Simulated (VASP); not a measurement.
**Ag: single point with r2SCAN**

Crystal: Ag.

```xyz
1
Lattice="0.0000 2.1568 1.8333 2.1568 0.0000 1.8333 2.1568 2.1568 0.0000" Properties=species:S:1:pos:R:3 pbc="T T T"
Ag    0.0000    0.0000    0.0000
```

This cell differs from its parent crystal: ratio of the length along z to the lengths across it x 0.85, volume and fractional coordinates fixed.

```json
{
  "Program": "VASP 6.6.1",
  "Task": "single point",
  "Functional": "r2SCAN",
  "Potentials or basis": "VASP PAW PBE potentials, release 64 (Ag)",
  "Cutoff": "520 eV",
  "k mesh": "22 × 22 × 22",
  "Occupations": "gaussian, width 0.15 eV",
  "Spin": "no spin polarisation"
}
```

```
Pressure : 2.1 GPa
```

Stress tensor (GPa, compression positive):
```
1.36 0.00 0.00
0.00 1.36 0.00
0.00 0.00 3.58
```

Levels at points of the mesh, in eV from the Fermi level:
```
           k point  band 2  band 3  band 4  band 5  band 6  band 7  band 8  band 9  band 10  band 11
(0.00, 0.00, 0.00)   -5.36   -5.36   -4.65   -4.49   -3.75   17.09   19.65   19.65    22.15    25.33
(0.50, 0.00, 0.00)   -5.65   -4.63   -3.55   -3.04   -0.27    3.83   15.05   16.80    21.83    22.03
(0.50, 0.50, 0.00)   -6.69   -3.28   -3.05   -3.05    3.95    9.22    9.22    9.92    15.84    15.84
(0.50, 0.00, 0.50)   -6.55   -3.45   -3.45   -2.84    0.84    5.65   12.21   12.61    18.82    19.30
```

Wall time 4.3 min on 1 thread of Intel(R) Xeon(R) Platinum 8488C (Sapphire Rapids), with other jobs on the host, peak memory 0.28 GiB.

Caveat: the PAW data sets were made with another functional, which shifts forces and pressure a little.
